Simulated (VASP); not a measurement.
# MnO2 (P-3m1) in VASP: further runs

The runs below take MnO2 through single point, with PBE, PBE+D4.

Everything below comes from runs of VASP 6.6.1. Logs are shortened: lines on timing, memory, paths and dates and some standing lists are left out, and cuts for length are marked.

## 1. The cell of the first run

The structure is trigonal, space group P-3m1 (No. 164). The conventional cell has a = 2.877 Å, b = 2.877 Å, c = 5.446 Å, α = 90.00°, β = 90.00°, γ = 120.00°. Within 2.5 Å of Mn (site symmetry -3m) lie 6 O at 1.92 Å. Within 2.5 Å of O (site symmetry 3m) lie 3 Mn at 1.92 Å.

## 2. Single point, PBE

Contents of INCAR:

```
ALGO = Normal
EDIFF = 1E-6
ENCUT = 520
GGA = PE
ISIF = 2
ISMEAR = 0
LASPH = True
LCHARG = False
LREAL = False
LWAVE = False
NBANDS = 20
NELM = 60
PREC = Accurate
SIGMA = 0.05
```

Contents of KPOINTS:

```
k-points
0
Gamma
  14 14 6
```

Contents of POSCAR:

```
MnO2
1.0
    2.8768068094      0.0000000000      0.0000000000
   -1.4384034047      2.4913877787      0.0000000000
    0.0000000000      0.0000000000      5.4464523635
Mn O
1 2
Direct
    0.0000000000      0.0000000000      0.0000000000
    0.3333333333      0.6666666667      0.1753671606
    0.6666666667      0.3333333333      0.8246328394
```

Potentials or basis: VASP PAW PBE potentials, release 64 (Mn_pv, O).

Run with:

```bash
> cat potpaw_PBE.64/Mn_pv/POTCAR potpaw_PBE.64/O/POTCAR > POTCAR
> mpirun -np 1 vasp_std > vasp.out
```

OUTCAR:

```text
EDIFF = 1E-6
   ENCUT = 520
   GGA = PE
   ISIF = 2
   ISMEAR = 0
   LASPH = True
   LREAL = False
   NELM = 60
   PREC = Accurate

 ion  position               nearest neighbor table
   1  0.000  0.000  0.000-   2 1.92   3 1.92   2 1.92   3 1.92   3 1.92   2 1.92
   2  0.333  0.667  0.175-   1 1.92   1 1.92   1 1.92
   3  0.667  0.333  0.825-   1 1.92   1 1.92   1 1.92

  LATTYP: Found a hexagonal cell.
 ALAT       =     2.8768068094
 C/A-ratio  =     1.8932284037

  Lattice vectors:

 A1 = (   2.8768068094,   0.0000000000,   0.0000000000)
 A2 = (  -1.4384034047,   2.4913877787,   0.0000000000)
 A3 = (   0.0000000000,   0.0000000000,   5.4464523635)

Analysis of symmetry for initial positions (statically):
=====================================================================
 Subroutine PRICEL returns:
 Original cell was already a primitive cell.

 Routine SETGRP: Setting up the symmetry group for a
 hexagonal supercell.

 Subroutine GETGRP returns: Found 12 space group operations
 (whereof 12 operations were pure point group operations)
 out of a pool of 24 trial point group operations.

The static configuration has the point symmetry D_3d.

Analysis of symmetry for dynamics (positions and initial velocities):
=====================================================================
 Subroutine PRICEL returns:
 Original cell was already a primitive cell.

 Routine SETGRP: Setting up the symmetry group for a
 hexagonal supercell.

 Subroutine GETGRP returns: Found 12 space group operations
 (whereof 12 operations were pure point group operations)
 out of a pool of 24 trial point group operations.

The dynamic configuration has the point symmetry D_3d.

 Subroutine INISYM returns: Found 12 space group operations
 (whereof 12 operations are pure point group operations),
 and found     1 'primitive' translations

----------------------------------------------------------------------------------------

                                     Primitive cell

  volume of cell :      39.0360

  direct lattice vectors                    reciprocal lattice vectors
     2.876806809  0.000000000  0.000000000     0.347607631  0.200691359  0.000000000
    -1.438403405  2.491387779  0.000000000     0.000000000  0.401382719  0.000000000
     0.000000000  0.000000000  5.446452363     0.000000000  0.000000000  0.183605755

  length of vectors
     2.876806809  2.876806809  5.446452363     0.401382719  0.401382719  0.183605755

  position of ions in fractional coordinates (direct lattice)
     0.000000000  0.000000000  0.000000000
     0.333333333  0.666666667  0.175367161
     0.666666667  0.333333333  0.824632839

  ion indices of the primitive-cell ions
   primitive index   ion index
                 1           1
                 2           2
                 3           3

----------------------------------------------------------------------------------------

 KPOINTS: k-points

Automatic generation of k-mesh.
 Grid dimensions read from file:
 generate k-points for:   14   14    6

 Generating k-lattice:

  Cartesian coordinates                     Fractional coordinates (reciprocal lattice)
     0.024829117  0.014335097  0.000000000     0.071428571  0.000000000  0.000000000
     0.000000000  0.028670194  0.000000000     0.000000000  0.071428571  0.000000000
     0.000000000  0.000000000  0.030600959     0.000000000  0.000000000  0.166666667

  Length of vectors
     0.028670194  0.028670194  0.030600959

  Shift w.r.t. Gamma in fractional coordinates (k-lattice)
     0.000000000  0.000000000  0.000000000

 Subroutine IBZKPT returns following result:
 ===========================================

 Found    128 irreducible k-points:

 Following reciprocal coordinates:
            Coordinates               Weight
  0.000000  0.000000  0.000000      1.000000
  0.071429 -0.000000  0.000000      6.000000
  0.142857 -0.000000  0.000000      6.000000
  0.214286 -0.000000  0.000000      6.000000
  0.285714 -0.000000  0.000000      6.000000
  0.357143 -0.000000  0.000000      6.000000
[... 16 lines left out ...]
  0.285714  0.285714  0.000000      6.000000
  0.357143  0.285714  0.000000      6.000000
 [... further k-points ...]
   k-points           NKPTS =    128   k-points in BZ     NKDIM =    128   number of bands    NBANDS=     20
   number of dos      NEDOS =    301   number of ions     NIONS =      3
   total plane-waves  NPLWV =  24192
   dimension x,y,z NGX =    24 NGY =   24 NGZ =   42
   dimension x,y,z NGXF=    48 NGYF=   48 NGZF=   84
   ions per type =               1   2
   NGX,Y,Z   is equivalent  to a cutoff of  13.87, 13.87, 12.82 a.u.
   NGXF,Y,Z  is equivalent  to a cutoff of  27.74, 27.74, 25.64 a.u.
 SYSTEM =  unknown system
   PREC   = accura    normal or accurate (medium, high low for compatibility)
   ISTART =      0    job   : 0-new  1-cont  2-samecut
   ICHARG =      2    charge: 1-file 2-atom 10-const
   ISPIN  =      1    spin polarized calculation?
   LNONCOLLINEAR =      F non collinear calculations
   LSORBIT =      F    spin-orbit coupling
   LASPH  =      T    aspherical Exc in radial PAW
   ENCUT  =  520.0 eV  38.22 Ry    6.18 a.u.   5.35  5.35 10.13*2*pi/ulx,y,z
   NELM   =     60;   NELMIN=  2; NELMDL= -5     # of ELM steps
   EDIFF  = 0.1E-05   stopping-criterion for ELM
   LREAL  =      F    real-space projection
   EDIFFG = 0.1E-04   stopping-criterion for IOM
   NSW    =      0    number of steps for IOM
   IBRION =     -1    ionic relax: 0-MD 1-quasi-New 2-CG
   NFREE  =      0    steps in history (QN), initial steepest desc. (CG)
   ISIF   =      2    stress and relaxation
   ISYM   =      2    0-nonsym 1-usesym 2-fastsym
   POTIM  = 0.5000    time-step for ionic-motion
   TEBEG  =    0.0;   TEEND  =   0.0 temperature during run
   PSTRESS=    0.0 pullay stress
   NELECT =      25.0000    total number of electrons
   NUPDOWN=      -1.0000    fix difference up-down
   EMIN   =  10.00;   EMAX   =-10.00  energy-range for DOS
   EFERMI =   0.00;   METHOD = LEGACY
   ISMEAR =     0;   SIGMA  =   0.05  broadening in eV -4-tet -1-fermi 0-gaus
   EFERMI_NEDOS =   21; number of points for ismear=-14 and -15
   IALGO  =     38    algorithm
   IMIX   =      4    mixing-type and parameters
     AMIX     =   0.40;   BMIX     =  1.00
     AMIX_MAG =   1.60;   BMIX_MAG =  1.00
  volume/ion in A,a.u.               =      13.01        87.81
  Fermi-wavevector in a.u.,A,eV,Ry     =   1.411127  2.666644 27.093020  1.991281
  Thomas-Fermi vector in A             =   2.533011
   LORBIT       =      0    0 simple, 1 ext, 2 COOP (PROOUT), +10 PAW based schemes
   GGA     = PE    functional components
   LHFCALC =     F    Hartree Fock is set to
   AEXX    =    0.0000 exact exchange contribution
   IVDW    =     0    specifies the selected vdW correction
   LEPSILON=     F    determine dielectric tensor
   LRPA    =     F    only Hartree local field effects (RPA)
 non-spin polarized calculation
 Gauss-broadening in eV      SIGMA  =   0.05
  energy-cutoff  :      520.00
  volume of cell :       39.04
 maximum number of plane-waves:      1077
 NGX is ok and might be reduce to    24
   NGX = 11   NGY = 11   NGZ = 21

 number of electron      24.9999985 magnetization

 Free energy of the ion-electron system (eV)
  ---------------------------------------------------
  ext. energy  EPLUGINS =         0.00000000
  ---------------------------------------------------
  free energy    TOTEN  =       -22.62538373 eV

  energy without entropy =      -22.61976242  energy(sigma->0) =      -22.62257308

 E-fermi :   1.6743     XC(G=0):  -9.5535

 val. band max:        1.6729003566   @ k =   0.2857   0.2143   0.5000
 cond. band min:       1.7131257898   @ k =  -0.1429   0.4286   0.3333
 fundamental gap:      0.0402254331
 Fermi energy:         1.6742947301

 k-point     1 :       0.0000    0.0000    0.0000
  band No.  band energies     occupation
      1     -47.1075      2.00000
      2     -47.1075      2.00000
      3     -46.9715      2.00000
      4     -18.0221      2.00000
      5     -15.9888      2.00000
      6      -4.0533      2.00000
[... 12 lines left out ...]
     19      13.6290      0.00000
     20      19.7388      0.00000

 k-point     2 :       0.0714   -0.0000    0.0000
  band No.  band energies     occupation
      1     -47.1156      2.00000
      2     -47.1093      2.00000
      3     -46.9701      2.00000
      4     -17.9599      2.00000
      5     -16.0029      2.00000
      6      -3.9813      2.00000
[... 12 lines left out ...]
     19      13.7306      0.00000
     20      19.7083      0.00000

 k-point     3 :       0.1429   -0.0000    0.0000
  band No.  band energies     occupation
      1     -47.1382      2.00000
      2     -47.1144      2.00000
      3     -46.9662      2.00000
      4     -17.7821      2.00000
      5     -16.0438      2.00000
      6      -3.9781      2.00000
[... 12 lines left out ...]
     19      14.0201      0.00000
     20      19.3091      0.00000

 k-point     4 :       0.2143   -0.0000    0.0000
  band No.  band energies     occupation
      1     -47.1707      2.00000
      2     -47.1217      2.00000
      3     -46.9606      2.00000
      4     -17.5140      2.00000
      5     -16.1048      2.00000
      6      -4.0694      2.00000
[... 12 lines left out ...]
     19      14.4392      0.00000
     20      18.1269      0.00000

 k-point     5 :       0.2857   -0.0000    0.0000
  band No.  band energies     occupation
      1     -47.2067      2.00000
      2     -47.1298      2.00000
      3     -46.9544      2.00000
      4     -17.1978      2.00000
      5     -16.1768      2.00000
      6      -4.1733      2.00000
[... 12 lines left out ...]
     19      14.8461      0.00000
     20      17.0559      0.00000
[... 353 lines left out ...]
      6      -4.1808      2.00000
[... 12 lines left out ...]
     19      15.7566      0.00000
     20      16.4467      0.00000

 k-point    22 :       0.3571    0.2143    0.0000
  band No.  band energies     occupation
      1     -47.2456      2.00000
      2     -47.1823      2.00000
      3     -46.9415      2.00000
      4     -16.4469      2.00000
      5     -16.3569      2.00000
      6      -4.3598      2.00000
[... 12 lines left out ...]
     19      16.0546      0.00000
     20      16.3660      0.00000

 k-point    23 :       0.2857    0.2857    0.0000
  band No.  band energies     occupation
      1     -47.2362      2.00000
      2     -47.1938      2.00000
      3     -46.9412      2.00000
      4     -16.4459      2.00000
      5     -16.3436      2.00000
      6      -4.0771      2.00000
[... 12 lines left out ...]
     19      15.7689      0.00000
     20      16.6706      0.00000

 k-point    24 :       0.3571    0.2857    0.0000
  band No.  band energies     occupation
      1     -47.2306      2.00000
      2     -47.2056      2.00000
      3     -46.9404      2.00000
      4     -16.3746      2.00000
      5     -16.3734      2.00000
      6      -4.0646      2.00000
[... 12 lines left out ...]
     19      15.6190      0.00000
     20      16.7938      0.00000

 [... further k-points ...]
[... 5 lines left out ...]
  --------------------------------------------------------------------------------------
  -------------------------------------------------------------------------------------
  Total       -2.3121837     -2.3121837     -0.6136086      0.0000000      0.0000000      0.0000000
  in kB      -94.9002109    -94.9002109    -25.1846704      0.0000000      0.0000000      0.0000000
  external PRESSURE =     -71.6616974 kB  Pullay stress =       0.0000000 kB

 VOLUME and BASIS-vectors are now :
 -----------------------------------------------------------------------------
  energy-cutoff  :      520.00
  volume of cell :       39.04
      direct lattice vectors                 reciprocal lattice vectors
     2.876806809  0.000000000  0.000000000     0.347607631  0.200691359  0.000000000
    -1.438403405  2.491387779  0.000000000     0.000000000  0.401382719  0.000000000
     0.000000000  0.000000000  5.446452363     0.000000000  0.000000000  0.183605755

 POSITION                                       TOTAL-FORCE (eV/Angst)
 -----------------------------------------------------------------------------------
      0.00000      0.00000      0.00000        -0.000000      0.000000      0.000000
     -0.00000      1.66093      0.95513         0.000000     -0.000000     -0.294699
      1.43840      0.83046      4.49132        -0.000000      0.000000      0.294699
 -----------------------------------------------------------------------------------
    total drift:                                0.000000      0.000000     -0.000000

  FREE ENERGIE OF THE ION-ELECTRON SYSTEM (eV)
  ---------------------------------------------------
  free  energy   TOTEN  =       -22.6253837334 eV

  energy  without entropy=      -22.6197624191  energy(sigma->0) =      -22.62257308
```

It took 38 s on 1 thread of Intel Xeon 6975P-C (Granite Rapids), shared host; peak memory 0.22 GiB.

Results:

```
Free energy   : -22.6254 eV
Pressure      : -7.2 GPa
Largest force : 0.295 eV/Å
```

Forces on the atoms (eV/Å):
```
Mn   0.000  0.000  0.000
O    0.000  0.000 -0.295
O    0.000  0.000  0.295
```

Levels at points of the mesh, in eV from the Fermi level:
| k point | band 9 | band 10 | band 11 | band 12 | band 13 | band 14 | band 15 | band 16 | band 17 | band 18 |
| --- | --- | --- | --- | --- | --- | --- | --- | --- | --- | --- |
| (0.00, 0.00, 0.00) | -1.92 | -1.75 | -1.75 | -0.81 | -0.81 | 0.85 | 3.27 | 3.27 | 6.36 | 10.11 |
| (0.50, 0.00, 0.00) | -3.73 | -3.14 | -2.48 | -0.38 | -0.20 | 0.22 | 2.66 | 3.16 | 11.29 | 12.00 |
| (0.00, 0.00, 0.50) | -2.37 | -1.76 | -1.76 | -0.81 | -0.81 | 0.93 | 3.28 | 3.28 | 7.81 | 8.63 |
| (0.50, 0.00, 0.50) | -3.70 | -3.13 | -2.33 | -0.40 | -0.20 | 0.21 | 2.65 | 3.15 | 10.82 | 12.20 |

Caveat: an odd number of electrons without spin polarisation forces a metal; a magnetic or distorted state may lie lower; the run has no spin polarisation, though such a crystal can be magnetic; semilocal functionals often make such compounds metallic where correlation or magnetic order opens a gap, which also shifts bond lengths. With open d or f shells a metallic result of PBE can be an artefact of self-interaction; +U or a hybrid may open a gap.

(Continued in part 2 of 2.)
